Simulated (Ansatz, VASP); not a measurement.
## SnO: VASP beside Ansatz

```
Sn O
1.0
     3.67900    0.00000    0.00000
     0.00000    3.67900    0.00000
     0.00000    0.00000    4.46910
Sn O
2 2
Cartesian
  0.0000 1.8395 1.0983
  1.8395 0.0000 3.3708
  0.0000 0.0000 0.0000
  1.8395 1.8395 0.0000
```

Alike in both runs: task single point; functional LDA; k mesh 10 × 10 × 8; occupations gaussian, width 0.15 eV; no spin polarisation.

|  | VASP | Ansatz |
| --- | --- | --- |
| version | VASP 6.6.1 | Ansatz 0.2.0 |
| potentials or method | VASP PAW LDA potentials, release 64 (Sn_d, O), cutoff 520 eV | scalar-relativistic, plane waves, PAW |
| valence electrons in the cell | 40 | 40 |

```csv
,VASP,Ansatz,Ansatz less VASP
gap on the k mesh at the Fermi level (eV),none,none,-
pressure (GPa),11.6,11.0,-0.60
"traceless stress, the component that is largest in VASP (GPa)",-0.70,-0.68,+0.015
rms of the force components (eV/Å),0.657,0.596,-0.0605
```

LDA's correlation is that of Perdew and Zunger in VASP and of Perdew and Wang (1992) in Ansatz. Atom by atom the forces differ by 0.060 eV/Å (rms over components). A gap of «none» marks a metal or a gap that the smearing closes.
